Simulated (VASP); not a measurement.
Input of a VASP 6.6.1 run:

File INCAR:

```
SYSTEM = SnSe2
PREC = Accurate ; ENCUT = 520
EDIFF = 1E-7 ; ISMEAR = 1
SIGMA = 0.1 ; LREAL = .FALSE.
LASPH = .TRUE. ; NELM = 80
ALGO = Normal ; ISIF = 2
LWAVE = .FALSE. ; LCHARG = .FALSE.
GGA = PE ; NBANDS = 20
```

KPOINTS

```
Automatic mesh
0
G
  6 6 4
  0 0 0
```

POSCAR

```
SnSe2
1.0
    3.7065360167      0.0000000000      0.0000000000
   -1.8532680084      3.2099516138      0.0000000000
    0.0000000000      0.0000000000      5.9678050377
Sn Se
1 2
Direct
    0.0000000000      0.0000000000      0.0000000000
    0.3333333333      0.6666666667      0.2490000000
    0.6666666667      0.3333333333      0.7510000000
```

Potentials or basis: VASP PAW PBE potentials, release 64 (Sn_d, Se).

Run with:

```bash
$ cat potpaw_PBE.64/Sn_d/POTCAR potpaw_PBE.64/Se/POTCAR > POTCAR
$ mpirun -np 1 vasp_std > vasp.out
```

Q: Estimate the band gap on the k mesh.

A: 0.87 eV, indirect (least direct gap 1.46 eV).

Q: Predict the largest force.

A: 1.751 eV/Å.

Q: What does it give for the pressure?

A: 13.9 GPa.

Stress tensor (GPa, compression positive):
```
13.62  0.00  0.00
 0.00 13.62  0.00
 0.00  0.00 14.53
```

Caveat: spin-orbit coupling is left out, which moves the levels of the heavy elements; this functional lacks dispersion, which binds the layers, so the pressure and a relaxed spacing across them are unreliable; forces of over 1 eV/Å act on the atoms, so gaps and moduli don't describe the material at rest. A k mesh can miss the band edges.
